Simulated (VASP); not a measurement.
Input of a VASP 6.6.1 run:

The input INCAR:

```
ALGO = Normal
EDIFF = 1E-7
ENCUT = 520
GGA = PS
ISIF = 2
ISMEAR = 0
LASPH = T
LCHARG = T
LELF = T
LREAL = Auto
LVHAR = T
LWAVE = F
NBANDS = 106
NELM = 80
PREC = Accurate
SIGMA = 0.1
```

KPOINTS

```
k-points
0
Gamma
  2 3 1
```

File POSCAR:

```
Ag16Br
1.0
    8.1800000000      0.0000000000      0.0000000000
    0.0000000000      5.7841330000      0.0000000000
    0.0000000000      0.0000000000     16.3381000000
Ag Br
16 1
Direct
    0.2500000000      0.2499999568      0.0612066275
    0.7500000000      0.2499999568      0.0612066275
    0.2500000000      0.7500000432      0.0612066275
    0.7500000000      0.7500000432      0.0612066275
    0.0025202934      0.0003009958      0.1382769110
    0.4974809291      0.0003011687      0.1382771559
    0.0014511002      0.5010460513      0.1399461382
    0.4985500000      0.5010462242      0.1399464442
    0.2500025672      0.2558367866      0.2374527026
    0.7500015892      0.2462981055      0.2301578519
    0.2500018337      0.7434241225      0.2362137580
    0.7500022005      0.7549527302      0.2293333374
   -0.0002931540     -0.0010613518      0.3089630985
    0.5002977995     -0.0010634264      0.3089631597
   -0.0059959658      0.4985715232      0.3142611442
    0.5060001222      0.4985701401      0.3142612666
    0.7499992665      0.5780653730      0.4186969109
```

Potentials or basis: VASP PAW PBE potentials, release 64 (Ag, Br).

The run is started by

```bash
$ cat potpaw_PBE.64/Ag/POTCAR potpaw_PBE.64/Br/POTCAR > POTCAR
$ mpirun -np 1 vasp_std > vasp.out
```

**Question.** What does it give for the largest force?

**Answer.** 0.117 eV/Å.

**Question.** Predict the band gap on the k mesh.

**Answer.** Zero (an odd number of electrons rules out a gap without spin polarisation).

Forces on the atoms (eV/Å):
```
Ag   0.000  0.091  0.070
Ag   0.000  0.101 -0.059
Ag   0.000 -0.087  0.068
Ag   0.000 -0.094 -0.048
Ag  -0.006  0.000  0.003
Ag   0.006  0.000  0.003
Ag  -0.002  0.001  0.002
Ag   0.002  0.001  0.002
Ag   0.000  0.002  0.000
Ag   0.000  0.000 -0.001
Ag   0.000 -0.001 -0.002
Ag   0.000 -0.001 -0.004
Ag   0.001  0.002 -0.010
Ag  -0.001  0.002 -0.010
Ag   0.001 -0.004 -0.007
Ag  -0.001 -0.004 -0.007
Br   0.000 -0.009 -0.002
```

Caveat: the k points lie up to 0.38 Å⁻¹ apart, too coarse for converged energies and pressures of a metal; there is no dipole correction, which matters where the two faces differ; the PAW data sets were made with another functional, which shifts forces and pressure a little; an odd number of electrons without spin polarisation forces a metal; a magnetic or distorted state may lie lower.
